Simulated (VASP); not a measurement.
## PbS: single point with PBEsol

Crystal: PbS.

```
CELL_PARAMETERS angstrom
2.15410 1.24367 3.51962
-2.15410 1.24367 3.51962
0.00000 -2.48734 3.51962
ATOMIC_POSITIONS crystal
Pb 0.98057 0.98057 0.98057
S 0.47504 0.47504 0.47504
```

```yaml
Program: VASP 6.6.1
Task: single point
Functional: PBEsol
Potentials_or_basis: VASP PAW PBE potentials, release 64 (Pb_d, S)
Cutoff: 520 eV
k_mesh: 8 × 8 × 8
Occupations: fermi-dirac, width 0.05 eV
Spin: no spin polarisation
```

```yaml
Pressure: -4.7 GPa
Largest_force: 0.021 eV/Å
Band_gap_on_the_k_mesh: 0.53 eV, direct
```

Forces in eV/Å, atoms in the order of the input:
```
Pb   0.000  0.000  0.021
S    0.000  0.000 -0.021
```

Levels at points of the mesh, in eV from the valence-band top:
```csv
k point,band 8,band 9,band 10,band 11,band 12,band 13
"(0.00, 0.00, 0.00)",-1.71,-1.71,-1.71,4.97,5.00,5.00
"(0.50, 0.00, 0.00)",-1.38,-1.38,0.00,0.53,2.14,2.14
"(0.50, 0.50, 0.00)",-4.50,-2.88,-2.87,4.11,5.33,5.42
"(0.50, 0.50, 0.50)",-1.37,-1.37,-0.03,0.56,2.14,2.14
```

Run time: 43 s on 1 thread of AMD EPYC 7R13 Processor (Zen 3), on a shared host, peak memory 0.18 GiB.

Caveat: the PAW data sets were made with another functional, which shifts forces and pressure a little; spin-orbit coupling is left out, which moves the levels of the heavy elements. A k mesh can miss the band edges.
